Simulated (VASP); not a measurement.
Set up this calculation in VASP 6.6.1, as the native input.

| Property | Result |
| --- | --- |
| Task | relaxation of cell and atoms |
| Functional | LDA |
| Potentials or basis | VASP PAW LDA potentials, release 64 (Rh_pv) |
| Cutoff | 600 eV |
| k mesh | 15 × 15 × 15 |
| Occupations | fermi-dirac, width 0.1 eV |
| Spin | no spin polarisation |
| Dipole correction | no |
| Further INCAR settings | ALGO = Normal; EDIFF = 1e-06; IBRION = 2; EDIFFG = -0.01; NSW = 80; ISIF = 3 |

The structure of Rh lies in POSCAR:

```
Rh
1.0
   -1.5092612352      1.5092612352      1.5092612352
    1.5092612352     -1.5092612352      1.5092612352
    1.5092612352      1.5092612352     -1.5092612352
Rh
1
Direct
    0.0000000000      0.0000000000      0.0000000000
```

One way to write it, as run:

INCAR

```
SYSTEM = Rh
ALGO = Normal ; EDIFF = 1E-6
EDIFFG = -0.01 ; ENCUT = 600
IBRION = 2 ; ISIF = 3
ISMEAR = -1 ; LASPH = .TRUE.
LCHARG = .FALSE. ; LREAL = .FALSE.
LWAVE = .FALSE. ; NELM = 60
NSW = 80 ; PREC = Accurate
SIGMA = 0.1
```

KPOINTS

```
k-points
0
G
  15 15 15
  0 0 0
```

Potentials or basis: VASP PAW LDA potentials, release 64 (Rh_pv).

The run is started by

```bash
$ cat potpaw_LDA.64/Rh_pv/POTCAR > POTCAR
$ mpirun -np 1 vasp_std > vasp.out
```

It gave:

| Quantity | Value |
| --- | --- |
| Relaxed volume | 13.65 Å³/atom |
| Relaxed cell | a = 2.608 Å, b = 2.608 Å, c = 2.608 Å, α = 109.47°, β = 109.47°, γ = 109.47° |
| Space group after relaxing (to 0.05 Å) | Im-3m (No. 229) |
| Energy gained by relaxing | 0.7 meV/atom |
| Ionic steps | 3 |
| Pressure after relaxing | 0.0 GPa |

Run time: 15 s on 1 thread of Intel(R) Xeon(R) 6975P-C (Granite Rapids) (shared host), peak memory 0.14 GiB.
